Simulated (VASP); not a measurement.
Set up this calculation in VASP 6.6.1, as the native input.

```yaml
Task: single point
Functional: PBE
Potentials_or_basis: VASP PAW PBE potentials, release 64 (Li_sv)
Cutoff: 520 eV
k_mesh: 19 × 19 × 19
Occupations: fermi-dirac, width 0.1 eV
Spin: no spin polarisation
Dipole_correction: no
Further_INCAR_settings: ALGO = Normal; EDIFF = 1e-06; NBANDS = 8
```

The structure of Li lies in POSCAR:

```
Li
1.0
    2.8050977718      0.0000000000      0.0000000000
    0.0000000000      2.8050977718      0.0000000000
    0.0000000000      0.0000000000      2.8050977718
Li
1
Direct
    0.0000000000      0.0000000000      0.0000000000
```

This isn't the form of Li at room conditions, which is bcc.

The input as run:

INCAR

```
ALGO = Normal
EDIFF = 1E-6
ENCUT = 520
GGA = PE
ISIF = 2
ISMEAR = -1
LASPH = True
LCHARG = True
LELF = True
LREAL = False
LVHAR = True
LWAVE = False
NBANDS = 8
NELM = 100
PREC = Accurate
SIGMA = 0.1
```

KPOINTS

```
k-points
0
Gamma
  19 19 19
```

Potentials or basis: VASP PAW PBE potentials, release 64 (Li_sv).

Run with:

```console
$ cat potpaw_PBE.64/Li_sv/POTCAR > POTCAR
$ mpirun -np 1 vasp_std > vasp.out
```

Results of the run:

The band gap on the k mesh is zero (an odd number of electrons rules out a gap without spin polarisation).

Wall time 7 s on 1 thread of Intel(R) Xeon(R) 6975P-C (Granite Rapids) (shared host), peak memory 0.15 GiB.
